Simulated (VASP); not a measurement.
# As (Pm-3m) in VASP: settings compared

Aim: see how the results for As move with the level of theory and the settings. Levels: revPBE+D3(BJ), revPBE+D4, BLYP+D3(BJ), PBEsol. Tasks: relaxation of cell and atoms, single point.

Everything below comes from runs of VASP 6.6.1. Logs are shortened: lines on timing, memory, paths and dates and some standing lists are left out, and cuts for length are marked.

## (1) The cell of the first run

Symmetry: Pm-3m, No. 221, cubic system. Conventional cell: a = 2.704 Å, b = 2.704 Å, c = 2.704 Å, α = 90.00°, β = 90.00°, γ = 90.00°. Within 3.6 Å of As (site symmetry m-3m) lie 6 As at 2.70 Å.

## (2) Relaxation of cell and atoms, revPBE+D3(BJ)

Contents of INCAR:

```
SYSTEM = As
PREC     = Accurate       ! precision mode
ENCUT    = 600            ! plane-wave cutoff, eV
EDIFF    = 1E-7           ! SCF threshold, eV
ISMEAR   = -1             ! smearing method
SIGMA    = 0.05           ! smearing width, eV
LREAL    = .FALSE.        ! projectors in reciprocal space
LASPH    = .TRUE.         ! aspherical terms in the spheres
NELM     = 80             ! most SCF steps
ALGO     = Normal         ! electronic algorithm
ISIF     = 3              ! what is computed and relaxed
LWAVE    = .FALSE.        ! write WAVECAR
LCHARG   = .FALSE.        ! write CHGCAR
GGA      = RE             ! functional
IVDW     = 12             ! dispersion correction
IBRION   = 2              ! ionic algorithm
NSW      = 60             ! ionic steps
EDIFFG   = -0.01          ! ionic threshold
```

Contents of KPOINTS:

```
Automatic mesh
0
G
  10 10 10
  0 0 0
```

Contents of POSCAR:

```
As
1.0
    2.7036817444      0.0000000000      0.0000000000
    0.0000000000      2.7036817444      0.0000000000
    0.0000000000      0.0000000000      2.7036817444
As
1
Direct
    0.5000000000      0.5000000000      0.5000000000
```

Potentials or basis: VASP PAW PBE potentials, release 64 (As).

On the command line:

```bash
> cat potpaw_PBE.64/As/POTCAR > POTCAR
> mpirun -np 1 vasp_std > vasp.out
```

OUTCAR:

```text
SYSTEM = As
   PREC = Accurate
   ENCUT = 600
   EDIFF = 1E-7
   ISMEAR = -1
   LREAL = .FALSE.
   LASPH = .TRUE.
   NELM = 80
   ISIF = 3
   GGA = RE
   IVDW = 12
   IBRION = 2
   NSW = 60
   EDIFFG = -0.01
 IVDW          = 12

 ion  position               nearest neighbor table
   1  0.500  0.500  0.500-

  LATTYP: Found a simple cubic cell.
 ALAT       =     2.7036817444

  Lattice vectors:

 A1 = (   2.7036817444,   0.0000000000,   0.0000000000)
 A2 = (   0.0000000000,   2.7036817444,   0.0000000000)
 A3 = (   0.0000000000,   0.0000000000,   2.7036817444)

Analysis of symmetry for initial positions (statically):
=====================================================================
 Subroutine PRICEL returns:
 Original cell was already a primitive cell.

 Routine SETGRP: Setting up the symmetry group for a
 simple cubic supercell.

 Subroutine GETGRP returns: Found 48 space group operations
[... 9 lines left out ...]

 Routine SETGRP: Setting up the symmetry group for a
 simple cubic supercell.

 Subroutine GETGRP returns: Found 48 space group operations
[... 11 lines left out ...]
                                     Primitive cell

  volume of cell :      19.7636

  direct lattice vectors                    reciprocal lattice vectors
     2.703681744  0.000000000  0.000000000     0.369866018  0.000000000  0.000000000
     0.000000000  2.703681744  0.000000000     0.000000000  0.369866018  0.000000000
     0.000000000  0.000000000  2.703681744     0.000000000  0.000000000  0.369866018

  length of vectors
     2.703681744  2.703681744  2.703681744     0.369866018  0.369866018  0.369866018

  position of ions in fractional coordinates (direct lattice)
     0.500000000  0.500000000  0.500000000

  ion indices of the primitive-cell ions
   primitive index   ion index
                 1           1

----------------------------------------------------------------------------------------

 KPOINTS: Automatic mesh

Automatic generation of k-mesh.
 Grid dimensions read from file:
 generate k-points for:   10   10   10

 Generating k-lattice:

  Cartesian coordinates                     Fractional coordinates (reciprocal lattice)
     0.036986602  0.000000000  0.000000000     0.100000000  0.000000000  0.000000000
     0.000000000  0.036986602  0.000000000     0.000000000  0.100000000  0.000000000
     0.000000000  0.000000000  0.036986602     0.000000000  0.000000000  0.100000000

  Length of vectors
     0.036986602  0.036986602  0.036986602

  Shift w.r.t. Gamma in fractional coordinates (k-lattice)
     0.000000000  0.000000000  0.000000000

 Subroutine IBZKPT returns following result:
 ===========================================

 Found     56 irreducible k-points:

 Following reciprocal coordinates:
            Coordinates               Weight
  0.000000  0.000000  0.000000      1.000000
  0.100000  0.000000  0.000000      6.000000
  0.200000  0.000000  0.000000      6.000000
  0.300000  0.000000  0.000000      6.000000
  0.400000  0.000000  0.000000      6.000000
  0.500000  0.000000  0.000000      3.000000
[... 16 lines left out ...]
  0.200000  0.100000  0.100000     24.000000
  0.300000  0.100000  0.100000     24.000000
 [... further k-points ...]
   k-points           NKPTS =     56   k-points in BZ     NKDIM =     56   number of bands    NBANDS=      6
   number of dos      NEDOS =    301   number of ions     NIONS =      1
   total plane-waves  NPLWV =  13824
   dimension x,y,z NGX =    24 NGY =   24 NGZ =   24
   dimension x,y,z NGXF=    48 NGYF=   48 NGZF=   48
   ions per type =               1
   NGX,Y,Z   is equivalent  to a cutoff of  14.76, 14.76, 14.76 a.u.
   NGXF,Y,Z  is equivalent  to a cutoff of  29.51, 29.51, 29.51 a.u.
 SYSTEM =  As
   PREC   = accura    normal or accurate (medium, high low for compatibility)
   ISTART =      0    job   : 0-new  1-cont  2-samecut
   ICHARG =      2    charge: 1-file 2-atom 10-const
   ISPIN  =      1    spin polarized calculation?
   LNONCOLLINEAR =      F non collinear calculations
   LSORBIT =      F    spin-orbit coupling
   LASPH  =      T    aspherical Exc in radial PAW
   ENCUT  =  600.0 eV  44.10 Ry    6.64 a.u.   5.40  5.40  5.40*2*pi/ulx,y,z
   NELM   =     80;   NELMIN=  2; NELMDL= -5     # of ELM steps
   EDIFF  = 0.1E-06   stopping-criterion for ELM
   LREAL  =      F    real-space projection
   EDIFFG = -.1E-01   stopping-criterion for IOM
   NSW    =     60    number of steps for IOM
   IBRION =      2    ionic relax: 0-MD 1-quasi-New 2-CG
   NFREE  =      1    steps in history (QN), initial steepest desc. (CG)
   ISIF   =      3    stress and relaxation
   ISYM   =      2    0-nonsym 1-usesym 2-fastsym
   POTIM  = 0.5000    time-step for ionic-motion
   TEBEG  =    0.0;   TEEND  =   0.0 temperature during run
   PSTRESS=    0.0 pullay stress
   NELECT =       5.0000    total number of electrons
   NUPDOWN=      -1.0000    fix difference up-down
   EMIN   =  10.00;   EMAX   =-10.00  energy-range for DOS
[... 5 lines left out ...]
     AMIX     =   0.40;   BMIX     =  1.00
     AMIX_MAG =   1.60;   BMIX_MAG =  1.00
  volume/ion in A,a.u.               =      19.76       133.37
  Fermi-wavevector in a.u.,A,eV,Ry     =   1.035403  1.956627 14.586243  1.072059
  Thomas-Fermi vector in A             =   2.169744
   LORBIT       =      0    0 simple, 1 ext, 2 COOP (PROOUT), +10 PAW based schemes
   GGA     = RE    functional components
   LHFCALC =     F    Hartree Fock is set to
   AEXX    =    0.0000 exact exchange contribution
   IVDW    =    12    specifies the selected vdW correction
   LEPSILON=     F    determine dielectric tensor
   LRPA    =     F    only Hartree local field effects (RPA)
 conjugate gradient relaxation of ions
 non-spin polarized calculation
  energy-cutoff  :      600.00
  volume of cell :       19.76
 maximum number of plane-waves:       691
 NGX is ok and might be reduce to    24
   NGX = 11   NGY = 11   NGZ = 11

--------------------------------------- Ionic step        1  -------------------------------------------

 number of electron       5.0000001 magnetization

 Free energy of the ion-electron system (eV)
  ---------------------------------------------------
  ext. energy  EPLUGINS =         0.00000000
  ---------------------------------------------------
  free energy    TOTEN  =        -4.23338448 eV

  energy without entropy =       -4.23099530  energy(sigma->0) =       -4.23218989

------------------------ aborting loop because EDIFF is reached ----------------------------------------

 Edisp (eV)   -0.89304

 E8    (eV) :    -0.6185

  FORCE on cell =-STRESS in cart. coord.  units (eV):
  Direction    XX          YY          ZZ          XY          YZ          ZX
  --------------------------------------------------------------------------------------
  -------------------------------------------------------------------------------------
  Total      -0.46627    -0.46627    -0.46627    -0.00000    -0.00000    -0.00000
  in kB     -37.79915   -37.79915   -37.79915    -0.00000    -0.00000    -0.00000
  external pressure =      -37.80 kB  Pullay stress =        0.00 kB

 VOLUME and BASIS-vectors are now :
 -----------------------------------------------------------------------------
  energy-cutoff  :      600.00
  volume of cell :       19.76
      direct lattice vectors                 reciprocal lattice vectors
     2.703681744  0.000000000  0.000000000     0.369866018  0.000000000  0.000000000
     0.000000000  2.703681744  0.000000000     0.000000000  0.369866018  0.000000000
     0.000000000  0.000000000  2.703681744     0.000000000  0.000000000  0.369866018
[... 40 lines left out ...]
 POSITION                                       TOTAL-FORCE (eV/Angst)
 -----------------------------------------------------------------------------------
      1.32143      1.32143      1.32143         0.000000     -0.000000      0.000000
 -----------------------------------------------------------------------------------
    total drift:                                0.000000     -0.000000     -0.000000

  FREE ENERGIE OF THE ION-ELECTRON SYSTEM (eV)
  ---------------------------------------------------
  free  energy   TOTEN  =        -5.1330541442 eV

  energy  without entropy=       -5.1308376448  energy(sigma->0) =       -5.13194589

--------------------------------------- Ionic step        3  -------------------------------------------

 number of electron       4.9999999 magnetization

 Free energy of the ion-electron system (eV)
  ---------------------------------------------------
  ext. energy  EPLUGINS =         0.00000000
  ---------------------------------------------------
  free energy    TOTEN  =        -4.20402200 eV

  energy without entropy =       -4.20166346  energy(sigma->0) =       -4.20284273

 E-fermi :   6.5012     XC(G=0): -10.5823

 val. band max:        6.3583344020   @ k =   0.5000   0.3000   0.3000
 cond. band min:       6.5414498409   @ k =   0.2000   0.2000   0.0000
 fundamental gap:      0.1831154389
 Fermi energy:         6.5012080871

 k-point     1 :       0.0000    0.0000    0.0000
  band No.  band energies     occupation
      1      -8.8547      2.00000
      2      10.8546      0.00000
      3      10.8546      0.00000
      4      10.8546      0.00000
      5      15.0142      0.00000
      6      15.0142      0.00000

 k-point     2 :       0.1000    0.0000    0.0000
  band No.  band energies     occupation
      1      -8.6626      2.00000
      2       8.6850      0.00000
      3      11.0260      0.00000
      4      11.0260      0.00000
      5      15.1834      0.00000
      6      16.4122      0.00000
[... 181 lines left out ...]
 k-point    23 :       0.2000    0.1000    0.1000
  band No.  band energies     occupation
      1      -7.7114      2.00000
      2       5.8334      2.00000
      3       9.3348      0.00000
      4       9.8645      0.00000
      5      18.5520      0.00000
      6      19.4330      0.00000

 k-point    24 :       0.3000    0.1000    0.1000
  band No.  band energies     occupation
      1      -6.8119      2.00000
      2       2.9326      2.00000
      3      10.0776      0.00000
      4      10.6666      0.00000
      5      19.2682      0.00000
      6      19.3938      0.00000

 [... further k-points ...]

------------------------ aborting loop because EDIFF is reached ----------------------------------------

 Edisp (eV)   -0.93272

 E8    (eV) :    -0.6458

  FORCE on cell =-STRESS in cart. coord.  units (eV):
  Direction    XX          YY          ZZ          XY          YZ          ZX
  --------------------------------------------------------------------------------------
  -------------------------------------------------------------------------------------
  Total       0.00056     0.00056     0.00056    -0.00000     0.00000    -0.00000
  in kB       0.04771     0.04771     0.04771    -0.00000     0.00000    -0.00000
  external pressure =        0.05 kB  Pullay stress =        0.00 kB

 VOLUME and BASIS-vectors are now :
 -----------------------------------------------------------------------------
  energy-cutoff  :      600.00
  volume of cell :       18.93
      direct lattice vectors                 reciprocal lattice vectors
     2.665004541 -0.000000000 -0.000000000     0.375233882  0.000000000 -0.000000000
    -0.000000000  2.665004541 -0.000000000     0.000000000  0.375233882  0.000000000
     0.000000000 -0.000000000  2.665004541     0.000000000  0.000000000  0.375233882

 POSITION                                       TOTAL-FORCE (eV/Angst)
 -----------------------------------------------------------------------------------
      1.33250      1.33250      1.33250         0.000000     -0.000000      0.000000
 -----------------------------------------------------------------------------------
    total drift:                                0.000000     -0.000000     -0.000000

  FREE ENERGIE OF THE ION-ELECTRON SYSTEM (eV)
  ---------------------------------------------------
  free  energy   TOTEN  =        -5.1367373715 eV

  energy  without entropy=       -5.1343788284  energy(sigma->0) =       -5.13555810

 reached required accuracy - stopping structural energy minimisation
```

It took 20 s on 1 thread of Intel Xeon 8259CL, shared host; peak memory 0.15 GiB.

What came out:

- Free energy: -5.1367 eV
- Relaxed volume: 18.93 Å³/atom
- Relaxed cell: a = 2.665 Å, b = 2.665 Å, c = 2.665 Å, α = 90.00°, β = 90.00°, γ = 90.00°
- Space group after relaxing (to 0.05 Å): Pm-3m (No. 221)
- Energy gained by relaxing: 10.3 meV/atom
- Ionic steps: 3
- Pressure after relaxing: 0.0 GPa
- Dispersion energy per atom: -0.933 eV

Step by step:
```csv
step,energy change (eV),largest force (eV/Å),pressure (GPa),volume (Å³)
1,0.0000,0.0000,-3.78,19.76
2,-0.0066,0.0000,2.60,18.46
3,-0.0103,0.0000,0.00,18.93
```

Final structure:
```
As
1.0
     2.66500    0.00000    0.00000
     0.00000    2.66500    0.00000
     0.00000    0.00000    2.66500
As
1
Direct
  0.50000 0.50000 0.50000
```

Caveat: the PAW data sets were made with another functional, which shifts forces and pressure a little; pairwise dispersion overbinds metals, which lowers pressure and volume.

## (3) Relaxation of cell and atoms, revPBE+D4

Contents of INCAR:

```
ALGO = Normal
EDIFF = 1E-7
EDIFFG = -0.01
ENCUT = 600
GGA = RE
IBRION = 2
ISIF = 3
ISMEAR = -1
IVDW = 13
LASPH = True
LCHARG = False
LREAL = False
LWAVE = False
NELM = 60
NSW = 60
PREC = Accurate
SIGMA = 0.05
```

Contents of KPOINTS:

```
k-points
0
Gamma
  10 10 10
```

POSCAR is that of step 2.

Potentials or basis: VASP PAW PBE potentials, release 64 (As).

On the command line:

```bash
> cat potpaw_PBE.64/As/POTCAR > POTCAR
> mpirun -np 1 vasp_std > vasp.out
```

Wall time 22 s (1 thread of Intel Xeon 8259CL, shared host); peak memory 0.14 GiB.

It converged, with:

- Free energy: -5.1080 eV
- Relaxed volume: 19.03 Å³/atom
- Relaxed cell: a = 2.670 Å, b = 2.670 Å, c = 2.670 Å, α = 90.00°, β = 90.00°, γ = 90.00°
- Space group after relaxing (to 0.05 Å): Pm-3m (No. 221)
- Energy gained by relaxing: 7.9 meV/atom
- Ionic steps: 3
- Pressure after relaxing: 0.0 GPa
- Dispersion energy per atom: -0.899 eV

The path:
| step | energy change (eV) | largest force (eV/Å) | pressure (GPa) | volume (Å³) |
| --- | --- | --- | --- | --- |
| 1 | 0.0000 | 0.0000 | -3.32 | 19.76 |
| 2 | -0.0050 | 0.0000 | 2.26 | 18.62 |
| 3 | -0.0079 | 0.0000 | 0.01 | 19.03 |

Final structure:
```cif
data_structure
_symmetry_space_group_name_H-M 'P 1'
_symmetry_Int_Tables_number 1
_cell_length_a 2.6698
_cell_length_b 2.6698
_cell_length_c 2.6698
_cell_angle_alpha 90.000
_cell_angle_beta 90.000
_cell_angle_gamma 90.000
_cell_volume 19.03
loop_
_atom_site_label
_atom_site_type_symbol
_atom_site_fract_x
_atom_site_fract_y
_atom_site_fract_z
_atom_site_occupancy
As1 As 0.50000 0.50000 0.50000 1
```

Levels at points of the mesh, in eV from the Fermi level:
```
           k point  band 1  band 2  band 3  band 4  band 5  band 6
(0.00, 0.00, 0.00)  -15.30    4.33    4.33    4.33    8.51    8.51
(0.50, 0.00, 0.00)  -11.98   -7.23    6.78    6.78   11.27   14.42
(0.50, 0.50, 0.00)   -8.49   -4.45   -4.45    2.37    9.11   16.91
(0.50, 0.50, 0.50)   -4.57   -1.89   -1.89   -1.89    5.87    5.87
```

Caveat: the PAW data sets were made with another functional, which shifts forces and pressure a little; pairwise dispersion overbinds metals, which lowers pressure and volume.

## (4) Relaxation of cell and atoms, BLYP+D3(BJ)

Contents of INCAR:

```
AGGAC    = 1.0          
AGGAX    = 1.0          
ALDAC    = 0.0          
ALDAX    = 1.0          
ALGO     = Normal         # electronic algorithm
EDIFF    = 1E-7           # SCF threshold, eV
EDIFFG   = -0.01          # ionic threshold
ENCUT    = 600            # plane-wave cutoff, eV
GGA      = B5             # functional
IBRION   = 2              # ionic algorithm
ISIF     = 3              # what is computed and relaxed
ISMEAR   = -1             # smearing method
IVDW     = 12             # dispersion correction
LASPH    = T              # aspherical terms in the spheres
LCHARG   = F              # write CHGCAR
LREAL    = F              # projectors in reciprocal space
LWAVE    = F              # write WAVECAR
NELM     = 80             # most SCF steps
NSW      = 60             # ionic steps
PREC     = Accurate       # precision mode
SIGMA    = 0.05           # smearing width, eV
VDW_A1   = 0.4298       
VDW_A2   = 4.2359       
VDW_S6   = 1.0          
VDW_S8   = 2.6996
```

KPOINTS is that of step 3.

POSCAR is that of step 3.

On the command line:

```bash
> cat potpaw_PBE.64/As/POTCAR > POTCAR
> mpirun -np 1 vasp_std > vasp.out
```

Wall time 33 s (1 thread of Intel Xeon 8259CL, shared host); peak memory 0.15 GiB.

Results (log left out):

```
Free energy                            : -4.7866 eV
Relaxed volume                         : 19.90 Å³/atom
Relaxed cell                           : a = 2.710 Å, b = 2.710 Å, c = 2.710 Å, α = 90.00°, β = 90.00°, γ = 90.00°
Space group after relaxing (to 0.05 Å) : Pm-3m (No. 221)
Energy gained by relaxing              : 0.3 meV/atom
Ionic steps                            : 3
Pressure after relaxing                : 0.0 GPa
Dispersion energy per atom             : -1.026 eV
```

Step by step:
| step | energy change (eV) | largest force (eV/Å) | pressure (GPa) | volume (Å³) |
| --- | --- | --- | --- | --- |
| 1 | 0.0000 | 0.0000 | 0.59 | 19.76 |
| 2 | -0.0002 | 0.0000 | -0.30 | 19.97 |
| 3 | -0.0003 | 0.0000 | 0.00 | 19.90 |

Final structure:
```
As
1.0
     2.70995    0.00000    0.00000
     0.00000    2.70995    0.00000
     0.00000    0.00000    2.70995
As
1
Direct
  0.50000 0.50000 0.50000
```

Levels at points of the mesh, in eV from the Fermi level:
| k point | band 1 | band 2 | band 3 | band 4 | band 5 | band 6 |
| --- | --- | --- | --- | --- | --- | --- |
| (0.00, 0.00, 0.00) | -14.89 | 4.08 | 4.08 | 4.08 | 8.69 | 8.69 |
| (0.50, 0.00, 0.00) | -11.85 | -6.73 | 6.29 | 6.29 | 11.26 | 14.51 |
| (0.50, 0.50, 0.00) | -8.67 | -4.18 | -4.18 | 2.95 | 8.37 | 16.43 |
| (0.50, 0.50, 0.50) | -5.15 | -1.83 | -1.83 | -1.83 | 6.25 | 6.25 |

Caveat: the PAW data sets were made with another functional, which shifts forces and pressure a little; pairwise dispersion overbinds metals, which lowers pressure and volume.

## (5) Single point, PBEsol

Contents of INCAR:

```
  PREC = Accurate
  ENCUT = 520
  EDIFF = 1E-7
  ISMEAR = -1
  SIGMA = 0.05
  LREAL = False
  LASPH = True
  NELM = 100
  ALGO = Normal
  ISIF = 2
  LWAVE = False
  LCHARG = False
  GGA = PS
  NBANDS = 8
```

Contents of KPOINTS:

```
Automatic mesh
0
Gamma
  8 8 8
```

POSCAR is that of step 4.

On the command line:

```bash
> cat potpaw_PBE.64/As/POTCAR > POTCAR
> mpirun -np 1 vasp_std > vasp.out
```

It took 2.3 s on 1 thread of Intel Xeon 6975P-C (Granite Rapids), shared host; peak memory 0.12 GiB.

Results (log left out):

- Free energy: -5.0143 eV
- Pressure: -0.2 GPa

Levels at points of the mesh, in eV from the Fermi level:
```tsv
k point	band 1	band 2	band 3	band 4	band 5	band 6
(0.00, 0.00, 0.00)	-14.96	4.18	4.18	4.18	8.54	8.54
(0.50, 0.00, 0.00)	-11.80	-6.93	6.49	6.49	11.25	14.02
(0.50, 0.50, 0.00)	-8.51	-4.24	-4.24	2.44	8.65	16.53
(0.50, 0.50, 0.50)	-4.89	-1.78	-1.78	-1.78	5.93	5.93
```

Caveat: the PAW data sets were made with another functional, which shifts forces and pressure a little.

## (6) Summary

```csv
task,level,cell,k mesh,cutoff (eV),gap on the mesh (eV),pressure (GPa),relaxed volume (Å³/atom)
relaxation of cell and atoms,revPBE+D3(BJ),relaxed,10 × 10 × 10,600,none,0.0,18.93
relaxation of cell and atoms,revPBE+D4,relaxed,10 × 10 × 10,600,none,0.0,19.03
relaxation of cell and atoms,BLYP+D3(BJ),relaxed,10 × 10 × 10,600,none,0.0,19.90
single point,PBEsol,as given,8 × 8 × 8,520,none,-0.2,-
```

Alike in all rows: potentials or basis VASP PAW PBE potentials, release 64 (As); no spin polarisation; smearing fermi-dirac 0.05 eV.

Caveats: the PAW data sets were made with another functional, which shifts forces and pressure a little; pairwise dispersion overbinds metals, which lowers pressure and volume (some runs).

Absolute energies hang on the potentials; compare differences alone.
